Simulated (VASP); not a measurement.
Input of a VASP 6.6.1 run:

Contents of INCAR:

```
SYSTEM = BaZrBe3F12
PREC = Accurate
ENCUT = 520
EDIFF = 1E-6
ISMEAR = -1
SIGMA = 0.05
LREAL = Auto
LASPH = .True.
NELM = 100
ALGO = Normal
ISIF = 2
LWAVE = .False.
LCHARG = .True.
GGA = PE
LELF = .True.
LVHAR = .True.
ISYM = 0
NBANDS = 70
```

KPOINTS

```
Automatic mesh
0
Gamma
  1 1 1
  0 0 0
```

POSCAR

```
BaZrBe3F12
1.0
    6.2858920000     -0.0721330000      0.0901150000
   -0.0721330000      6.3112050000      0.0957760000
    0.0901150000      0.0957760000      6.0782540000
Zr F Ba Be
1 12 1 3
Direct
    0.7102112417      0.8815120213      0.9206230307
    0.4375569610      0.1236511707      0.6758312074
    0.6822642951      0.8529748066      0.5601393489
    0.3629378751      0.7405446861      0.9530202992
    0.0790513995      0.3456759465      0.1276045430
    0.0890765729      0.1002306648      0.4590825215
    0.6598162950      0.6654740128      0.1897094487
    0.7226293348      0.2457486837      0.3553197072
    0.8196193217      0.1614049500      0.8340907248
    0.9381165337      0.9437073122      0.1384256263
    0.5014343703     -0.0212522112      0.2130912419
    0.3029899218      0.6681497624      0.4055342787
    0.8648222639      0.6384145978      0.8463897272
    0.1468301929      0.4020084712      0.7094306414
    0.9636077803      0.1587399432      0.2567824589
    0.4258846407      0.7183885314      0.2026817283
    0.5729964432      0.0564828252      0.4781392364
```

Potentials or basis: VASP PAW PBE potentials, release 64 (Zr_sv, F, Ba_sv, Be).

The run is started by

```bash
$ cat potpaw_PBE.64/Zr_sv/POTCAR potpaw_PBE.64/F/POTCAR potpaw_PBE.64/Ba_sv/POTCAR potpaw_PBE.64/Be/POTCAR > POTCAR
$ mpirun -np 1 vasp_gam > vasp.out
```

Task: Estimate the pressure.

Result: 4.3 GPa.

Task: Predict the band gap on the k mesh.

Result: 5.47 eV.

Task: Estimate the largest force.

Result: 1.822 eV/Å.

Forces in eV/Å, atoms in the order of the input:
```
Zr  -1.778 -0.042 -0.396
F    0.670 -0.318 -0.135
F    0.080  0.431  0.923
F    0.681 -0.146 -0.153
F   -0.303 -0.736  0.199
F   -0.256  0.014 -0.109
F    0.194 -1.411 -0.264
F    0.424 -0.945  0.509
F   -0.188  0.554 -0.253
F    0.356  0.004 -0.054
F   -0.604  0.880  0.164
F   -0.341 -0.414 -0.019
F    0.352 -0.338 -0.478
Ba   0.739  0.312 -0.107
Be   0.442  1.158  0.655
Be  -0.769  0.372  0.703
Be   0.301  0.624 -1.186
```

Caveat: the k points lie up to 1.03 Å⁻¹ apart; spin-orbit coupling is left out, which moves the levels of the heavy elements.
